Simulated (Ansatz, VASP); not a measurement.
## Two plane-wave programs on SiC

```
CELL_PARAMETERS angstrom
3.09412 0.00000 0.00000
-1.54706 2.67959 0.00000
0.00000 0.00000 10.12934
ATOMIC_POSITIONS crystal
Si 0.66667 0.33333 0.93784
Si 0.33333 0.66667 0.43784
Si 0.86911 0.86911 0.68790
Si 0.00000 0.00000 0.18790
C 0.66667 0.33333 0.74981
C 0.33333 0.66667 0.24981
C 0.00000 0.00000 0.50045
C 0.00000 0.00000 0.00045
```

Alike in both runs: task single point; functional PBE; k mesh 12 × 12 × 4; occupations gaussian, width 0.05 eV; no spin polarisation.

```csv
,VASP,Ansatz
version,VASP 6.6.1,Ansatz 0.2.0
potentials or method,"VASP PAW PBE potentials, release 64 (Si, C), cutoff 520 eV","scalar-relativistic, plane waves, PAW"
valence electrons in the cell,32,32
```

Ansatz gave:

| Item | Value |
| --- | --- |
| gap on the k mesh at the Fermi level (eV) | 1.07 |
| least direct gap on the mesh (eV) | 2.53 |
| pressure (GPa) | 5.4 |
| traceless stress, the component that is largest in VASP (GPa) | 9.08 |
| rms of the force components (eV/Å) | 2.873 |

Task: Estimate VASP's values.

Result: gap on the k mesh at the Fermi level (eV): 1.06; least direct gap on the mesh (eV): 2.53; pressure (GPa): 5.3; traceless stress, the component that is largest in VASP (GPa): 9.05; rms of the force components (eV/Å): 2.870.

Atom by atom the forces differ by 0.005 eV/Å (rms over components). With one functional, cell and mesh, what is left measures potentials, basis and numerics.
